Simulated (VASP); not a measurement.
# MgS (Fm-3m) in VASP: notebook

MgS is run at these levels: LDA; tasks: elastic constants.

All numbers are computed with VASP 6.6.1; they aren't measurements. Logs are shortened: lines on timing, memory, paths and dates and some standing lists are left out, and cuts for length are marked.

**1. The cell of the first run**

The structure is cubic, space group Fm-3m (No. 225). Conventional cell: a = 4.964 Å, b = 4.964 Å, c = 4.964 Å, α = 90.00°, β = 90.00°, γ = 90.00°. Mg (site symmetry m-3m) has 6 S at 2.48 Å within 3.3 Å. Within 3.3 Å of S (site symmetry m-3m) lie 6 Mg at 2.48 Å.

**2. Elastic constants, LDA**

Contents of INCAR:

```
ALGO = Normal
EDIFF = 1E-8
ENCUT = 600
GGA = CA
IBRION = 6
ISIF = 3
ISMEAR = 0
LASPH = T
LCHARG = F
LREAL = F
LWAVE = F
NBANDS = 11
NELM = 80
NFREE = 2
NSW = 1
POTIM = 0.015
PREC = Accurate
SIGMA = 0.01
```

Contents of KPOINTS:

```
k-points
0
Gamma
  8 8 8
```

Contents of POSCAR:

```
MgS
1.0
    0.0000000000      2.4819229803      2.4819229803
    2.4819229803      0.0000000000      2.4819229803
    2.4819229803      2.4819229803      0.0000000000
Mg S
1 1
Direct
    0.0000000000      0.0000000000      0.0000000000
    0.5000000000      0.5000000000      0.5000000000
```

Potentials or basis: VASP PAW LDA potentials, release 64 (Mg, S).

On the command line:

```
cat potpaw_LDA.64/Mg/POTCAR potpaw_LDA.64/S/POTCAR > POTCAR
mpirun -np 1 vasp_std > vasp.out
```

OUTCAR:

```text
EDIFF = 1E-8
   ENCUT = 600
   GGA = CA
   IBRION = 6
   ISIF = 3
   ISMEAR = 0
   LASPH = T
   LREAL = F
   NELM = 80
   NFREE = 2
   NSW = 1
   POTIM = 0.015
   PREC = Accurate

 ion  position               nearest neighbor table
   1  0.000  0.000  0.000-   2 2.48   2 2.48   2 2.48   2 2.48   2 2.48   2 2.48
   2  0.500  0.500  0.500-   1 2.48   1 2.48   1 2.48   1 2.48   1 2.48   1 2.48

  LATTYP: Found a face centered cubic cell.
 ALAT       =     4.9638459606

  Lattice vectors:

 A1 = (   0.0000000000,   2.4819229803,   2.4819229803)
 A2 = (   2.4819229803,   0.0000000000,   2.4819229803)
 A3 = (   2.4819229803,   2.4819229803,   0.0000000000)

Analysis of symmetry for initial positions (statically):
=====================================================================
 Subroutine PRICEL returns:
 Original cell was already a primitive cell.

 Routine SETGRP: Setting up the symmetry group for a
 face centered cubic supercell.

 Subroutine GETGRP returns: Found 48 space group operations
 (whereof 48 operations were pure point group operations)
 out of a pool of 48 trial point group operations.

The static configuration has the point symmetry O_h .

Analysis of symmetry for dynamics (positions and initial velocities):
=====================================================================
 Subroutine PRICEL returns:
 Original cell was already a primitive cell.

 Routine SETGRP: Setting up the symmetry group for a
 face centered cubic supercell.

 Subroutine GETGRP returns: Found 48 space group operations
 (whereof 48 operations were pure point group operations)
 out of a pool of 48 trial point group operations.

The dynamic configuration has the point symmetry O_h .

 Subroutine INISYM returns: Found 48 space group operations
 (whereof 48 operations are pure point group operations),
 and found     1 'primitive' translations

----------------------------------------------------------------------------------------

                                     Primitive cell

  volume of cell :      30.5770

  direct lattice vectors                    reciprocal lattice vectors
     0.000000000  2.481922980  2.481922980    -0.201456695  0.201456695  0.201456695
     2.481922980  0.000000000  2.481922980     0.201456695 -0.201456695  0.201456695
     2.481922980  2.481922980  0.000000000     0.201456695  0.201456695 -0.201456695

  length of vectors
     3.509969140  3.509969140  3.509969140     0.348933231  0.348933231  0.348933231

  position of ions in fractional coordinates (direct lattice)
     0.000000000  0.000000000  0.000000000
     0.500000000  0.500000000  0.500000000

  ion indices of the primitive-cell ions
   primitive index   ion index
                 1           1
                 2           2

----------------------------------------------------------------------------------------

 KPOINTS: k-points

Automatic generation of k-mesh.
 Grid dimensions read from file:
 generate k-points for:    8    8    8

 Generating k-lattice:

  Cartesian coordinates                     Fractional coordinates (reciprocal lattice)
[... 112 lines left out ...]

  FORCE on cell =-STRESS in cart. coord.  units (eV):
  Direction    XX          YY          ZZ          XY          YZ          ZX
  --------------------------------------------------------------------------------------
  -------------------------------------------------------------------------------------
  Total        1.7975228      1.7975228      1.7975228      0.0000000      0.0000000     -0.0000000
  in kB       94.1868096     94.1868096     94.1868096      0.0000000      0.0000000     -0.0000000
  external PRESSURE =      94.1868096 kB  Pullay stress =       0.0000000 kB
[... 89 lines left out ...]
  FREE ENERGIE OF THE ION-ELECTRON SYSTEM (eV)
  ---------------------------------------------------
  free  energy   TOTEN  =        -9.4801849028 eV

  energy  without entropy=       -9.4801849028  energy(sigma->0) =       -9.48018490

[... ionic steps 4 to 14 ...]

--------------------------------------- Ionic step       15  -------------------------------------------

 number of electron       8.0000001 magnetization

------------------------ aborting loop because EDIFF is reached ----------------------------------------
[... 67 lines left out ...]
--------------------------------------- Ionic step       17  -------------------------------------------

 number of electron       8.0000000 magnetization

 Free energy of the ion-electron system (eV)
  ---------------------------------------------------
  ext. energy  EPLUGINS =         0.00000000
  ---------------------------------------------------
  free energy    TOTEN  =        -9.51230430 eV

  energy without entropy =       -9.51230430  energy(sigma->0) =       -9.51230430

 E-fermi :   5.0808     XC(G=0): -10.5819

 val. band max:        4.9569217544   @ k =   0.0000   0.0000   0.0000
 cond. band min:       7.8063196683   @ k =   0.5000   0.5000   0.0000
 fundamental gap:      2.8493979140
 Fermi energy:         5.0807906189

 k-point     1 :       0.0000    0.0000    0.0000
  band No.  band energies     occupation
      1      -8.5764      2.00000
      2       4.9565      2.00000
      3       4.9569      2.00000
      4       4.9569      2.00000
      5       9.6647      0.00000
      6      12.6579      0.00000
      7      12.6579      0.00000
      8      12.6583      0.00000
      9      15.3447      0.00000
     10      15.3455      0.00000
     11      17.6154      0.00000
[... 309 lines left out ...]
 k-point    24 :      -0.3750    0.2500    0.1250
  band No.  band energies     occupation
      1      -6.5796      2.00000
      2      -0.1696      2.00000
      3       2.3225      2.00000
      4       3.5028      2.00000
      5      10.6509      0.00000
      6      11.1866      0.00000
      7      13.6631      0.00000
      8      14.9146      0.00000
      9      17.6782      0.00000
     10      19.2907      0.00000
     11      21.1809      0.00000

 [... further k-points ...]

------------------------ aborting loop because EDIFF is reached ----------------------------------------

  FORCE on cell =-STRESS in cart. coord.  units (eV):
  Direction    XX          YY          ZZ          XY          YZ          ZX
  --------------------------------------------------------------------------------------
  -------------------------------------------------------------------------------------
  Total        1.8056298      1.7967212      1.7967212     -0.0000000     -0.0000000      0.0000000
  in kB       94.6116047     94.1448063     94.1448063     -0.0000000     -0.0000000      0.0000000
  external PRESSURE =      94.3004058 kB  Pullay stress =       0.0000000 kB
[... 17 lines left out ...]
  FREE ENERGIE OF THE ION-ELECTRON SYSTEM (eV)
  ---------------------------------------------------
  free  energy   TOTEN  =        -9.5123043024 eV

  energy  without entropy=       -9.5123043024  energy(sigma->0) =       -9.51230430

 INTERNAL STRAIN TENSORS FROM STRAINED CELLS
 ============================================

 INTERNAL STRAIN TENSOR FOR ION    1 for displacements in x,y,z  (eV/Angst):
          X           Y           Z          XY          YZ          ZX
  --------------------------------------------------------------------------------
  x     0.00000     0.00000    -0.00000     0.00000     0.00000    -0.00000
  y    -0.00000    -0.00000     0.00000    -0.00000    -0.00000    -0.00000
  z    -0.00000     0.00000     0.00000     0.00000     0.00000    -0.00000

 INTERNAL STRAIN TENSORS FROM DISPLACED ATOMS
 ============================================

 INTERNAL STRAIN TENSOR FOR ION    1 for displacements in x,y,z  (eV/Angst):
          X           Y           Z          XY          YZ          ZX
  --------------------------------------------------------------------------------
  x     0.00000     0.00000     0.00000     0.00000     0.00000     0.00000
  y     0.00000     0.00000     0.00000     0.00000     0.00000     0.00000
  z     0.00000     0.00000     0.00000     0.00000     0.00000     0.00000

 INTERNAL STRAIN TENSOR FOR ION    2 for displacements in x,y,z  (eV/Angst):
          X           Y           Z          XY          YZ          ZX
  --------------------------------------------------------------------------------
  x     0.00000     0.00000     0.00000     0.00000     0.00000     0.00000
  y     0.00000     0.00000     0.00000     0.00000     0.00000     0.00000
  z     0.00000     0.00000     0.00000     0.00000     0.00000     0.00000

 Eigenvectors and eigenvalues of the dynamical matrix
 ----------------------------------------------------

   1 f  =    9.653051 THz    60.651909 2PiTHz  321.991128 cm-1    39.921794 meV
             X         Y         Z           dx          dy          dz
      0.000000  0.000000  0.000000    -0.533264   -0.533264    0.000000
      2.481923  2.481923  2.481923     0.464360    0.464360    0.000000
[... 21 lines left out ...]
   6 f/i=    0.000957 THz     0.006014 2PiTHz    0.031929 cm-1     0.003959 meV
             X         Y         Z           dx          dy          dz
      0.000000  0.000000  0.000000     0.613734   -0.151688    0.177711
      2.481923  2.481923  2.481923     0.704803   -0.174196    0.204081

--------------------------------------------------------------------------------------------------------

 ELASTIC MODULI CONTR FROM IONIC RELAXATION (kBar)
 Direction    XX          YY          ZZ          XY          YZ          ZX
 --------------------------------------------------------------------------------
 XX           0.0000      0.0000      0.0000      0.0000      0.0000      0.0000
 YY           0.0000      0.0000      0.0000      0.0000      0.0000      0.0000
 ZZ           0.0000      0.0000      0.0000      0.0000      0.0000      0.0000
 XY           0.0000      0.0000      0.0000      0.0000      0.0000      0.0000
 YZ           0.0000      0.0000      0.0000      0.0000      0.0000      0.0000
 ZX           0.0000      0.0000      0.0000      0.0000      0.0000      0.0000
 --------------------------------------------------------------------------------

 TOTAL ELASTIC MODULI (kBar)
 Direction    XX          YY          ZZ          XY          YZ          ZX
 --------------------------------------------------------------------------------
 XX        2449.3415    472.4626    472.4626      0.0000      0.0000      0.0000
 YY         472.4626   2449.3415    472.4626      0.0000      0.0000     -0.0000
 ZZ         472.4626    472.4626   2449.3415      0.0000      0.0000      0.0000
 XY           0.0000      0.0000      0.0000    629.3619     -0.0000      0.0000
 YZ           0.0000      0.0000      0.0000     -0.0000    629.3619      0.0000
 ZX           0.0000     -0.0000      0.0000      0.0000      0.0000    629.3619
 --------------------------------------------------------------------------------
```

Wall time 2.4 min (1 thread of Intel Xeon 6975P-C (Granite Rapids), shared host); peak memory 0.23 GiB.

What came out:

- Elastic constants C11, C12, C44: 245, 47, 63 GPa
- Voigt bulk modulus: 113 GPa
- Highest phonon frequency at Γ, LO-TO splitting left out: 322 cm⁻¹

Phonon frequencies in cm⁻¹ (negative: imaginary):
| q point | frequencies |
| --- | --- |
| (0.000, 0.000, 0.000) | 0 0 0 322 322 322 |

Elastic tensor in Voigt notation (GPa, in the Cartesian axes of the cell as first typed):
```
245  47  47   0   0   0
 47 245  47   0   0   0
 47  47 245   0   0   0
  0   0   0  63   0   0
  0   0   0   0  63   0
  0   0   0   0   0  63
```

Clamped-ion elastic tensor (GPa):
```
245  47  47   0   0   0
 47 245  47   0   0   0
 47  47 245   0   0   0
  0   0   0  63   0   0
  0   0   0   0  63   0
  0   0   0   0   0  63
```

Caveat: the cell is under stress, which shifts elastic constants.

**3. Elastic constants, LDA**

This run uses another cell than the first one, of 16.86 Å³/atom.

Contents of INCAR:

```
  PREC = Accurate
  ENCUT = 600
  EDIFF = 1E-8
  ISMEAR = 0
  SIGMA = 0.01
  LREAL = False
  LASPH = True
  NELM = 60
  ALGO = Normal
  ISIF = 3
  LWAVE = False
  LCHARG = False
  GGA = CA
  IBRION = 6
  NFREE = 2
  POTIM = 0.015
  NSW = 1
```

Contents of KPOINTS:

```
Automatic mesh
0
Gamma
  8 8 8
```

Contents of POSCAR:

```
MgS
1.0
    0.0000000000      2.5641821436      2.5641821436
    2.5641821436      0.0000000000      2.5641821436
    2.5641821436      2.5641821436      0.0000000000
Mg S
1 1
Direct
    0.0000000000      0.0000000000      0.0000000000
    0.5000000000      0.5000000000      0.5000000000
```

Potentials or basis: VASP PAW LDA potentials, release 64 (Mg, S).

On the command line:

```
cat potpaw_LDA.64/Mg/POTCAR potpaw_LDA.64/S/POTCAR > POTCAR
mpirun -np 1 vasp_std > vasp.out
```

It took 2.4 min on 1 thread of Intel Xeon 6975P-C (Granite Rapids), shared host; peak memory 0.23 GiB.

The run converged. Its results:

```yaml
Elastic_constants_C11_C12_C44: 165, 43, 57 GPa
Voigt_bulk_modulus: 84 GPa
Highest_phonon_frequency_at_Γ_LO-TO_splitting_left_out: 253 cm⁻¹
```

Phonon frequencies in cm⁻¹ (negative: imaginary):
```
              q point        frequencies
(0.000, 0.000, 0.000)  0 0 0 253 253 253
```

Elastic tensor in Voigt notation (GPa, in the Cartesian axes of the cell as first typed):
```
165  43  43   0   0   0
 43 165  43   0   0   0
 43  43 165   0   0   0
  0   0   0  57   0   0
  0   0   0   0  57   0
  0   0   0   0   0  57
```

Clamped-ion elastic tensor (GPa):
```
165  43  43   0   0   0
 43 165  43   0   0   0
 43  43 165   0   0   0
  0   0   0  57   0   0
  0   0   0   0  57   0
  0   0   0   0   0  57
```

**4. Elastic constants, LDA**

This run uses another cell than the first one, of 16.86 Å³/atom.

Contents of INCAR:

```
PREC = Accurate ; ENCUT = 600
EDIFF = 1E-8 ; ISMEAR = 0
SIGMA = 0.01 ; LREAL = F
LASPH = T ; NELM = 100
ALGO = Normal ; ISIF = 3
LWAVE = F ; LCHARG = T
IBRION = 6 ; NFREE = 2
POTIM = 0.015 ; NSW = 1
```

Contents of KPOINTS:

```
regular mesh
0
Gamma
  8 8 8
```

POSCAR is that of step 3.

On the command line:

```
cat potpaw_LDA.64/Mg/POTCAR potpaw_LDA.64/S/POTCAR > POTCAR
mpirun -np 1 vasp_std > vasp.out
```

Run time: 2.4 min. Hardware: 1 thread of Intel Xeon 6975P-C (Granite Rapids), shared host; peak memory 0.23 GiB.

Results (log left out):

```yaml
Elastic_constants_C11_C12_C44: 165, 43, 57 GPa
Voigt_bulk_modulus: 84 GPa
Highest_phonon_frequency_at_Γ_LO-TO_splitting_left_out: 253 cm⁻¹
```

Phonon frequencies in cm⁻¹ (negative: imaginary):
```
              q point        frequencies
(0.000, 0.000, 0.000)  0 0 0 253 253 253
```

Elastic tensor in Voigt notation (GPa, in the Cartesian axes of the cell as first typed):
```
165  43  43   0   0   0
 43 165  43   0   0   0
 43  43 165   0   0   0
  0   0   0  57   0   0
  0   0   0   0  57   0
  0   0   0   0   0  57
```

Clamped-ion elastic tensor (GPa):
```
165  43  43   0   0   0
 43 165  43   0   0   0
 43  43 165   0   0   0
  0   0   0  57   0   0
  0   0   0   0  57   0
  0   0   0   0   0  57
```

[end of part 1 of 2]
